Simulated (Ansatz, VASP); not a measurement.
TiAl in VASP and in Ansatz

```xyz
2
Lattice="3.2948 0.0229 0.0541 0.0229 3.2229 0.0636 0.0541 0.0636 3.2156" Properties=species:S:1:pos:R:3 pbc="T T T"
Ti   -0.1184    0.0818    0.0517
Al    1.8043    1.5728    1.6150
```

Change from the starting cell: all atoms moved at random, cell strained at random.

Alike in both runs: task single point; functional PBE; k mesh 12 × 12 × 12; occupations gaussian, width 0.1 eV; no spin polarisation.

|  | VASP | Ansatz |
| --- | --- | --- |
| version | VASP 6.6.1 | Ansatz 0.2.0 |
| potentials or method | VASP PAW PBE potentials, release 64 (Ti_sv, Al), cutoff 520 eV | scalar-relativistic, plane waves, PAW |
| valence electrons in the cell | 15 | 15 |

|  | VASP | Ansatz | Ansatz less VASP |
| --- | --- | --- | --- |
| gap on the k mesh at the Fermi level (eV) | none | none | - |
| pressure (GPa) | -1.7 | -1.6 | +0.05 |
| traceless stress, the component that is largest in VASP (GPa) | -3.39 | -3.39 | +0.001 |
| rms of the force components (eV/Å) | 1.082 | 1.080 | -0.0016 |

Atom by atom the forces differ by 0.002 eV/Å (rms over components). A gap of «none» marks a metal or a gap that the smearing closes. With one functional, cell and mesh, what is left measures potentials, basis and numerics.
